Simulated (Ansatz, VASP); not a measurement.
# Two plane-wave programs on Zr

```
Zr
1.0
     3.14397    0.00000    0.00000
    -1.57198    2.72275    0.00000
     0.00000    0.00000    5.08946
Zr
2
Cartesian
  0.0000 1.8152 1.2724
  1.5720 0.9076 3.8171
```

Alike in both runs: task single point; functional LDA; k mesh 12 × 12 × 6; occupations methfessel-paxton of order 1, width 0.6 eV; no spin polarisation.

|  | VASP | Ansatz |
| --- | --- | --- |
| version | VASP 6.6.1 | Ansatz 0.2.0 |
| potentials or method | VASP PAW LDA potentials, release 64 (Zr_sv), cutoff 520 eV | plane waves (420 eV) with PAW, scalar-relativistic |
| valence electrons in the cell | 24 | 24 |

|  | VASP | Ansatz | Ansatz less VASP |
| --- | --- | --- | --- |
| pressure (GPa) | -0.2 | -0.3 | -0.10 |
| traceless stress, the component that is largest in VASP (GPa) | 0.21 | 0.17 | -0.040 |

Ansatz warns that its potentials were made for another functional, while VASP's fit it. LDA's correlation is that of Perdew and Zunger in VASP and of Perdew and Wang (1992) in Ansatz.
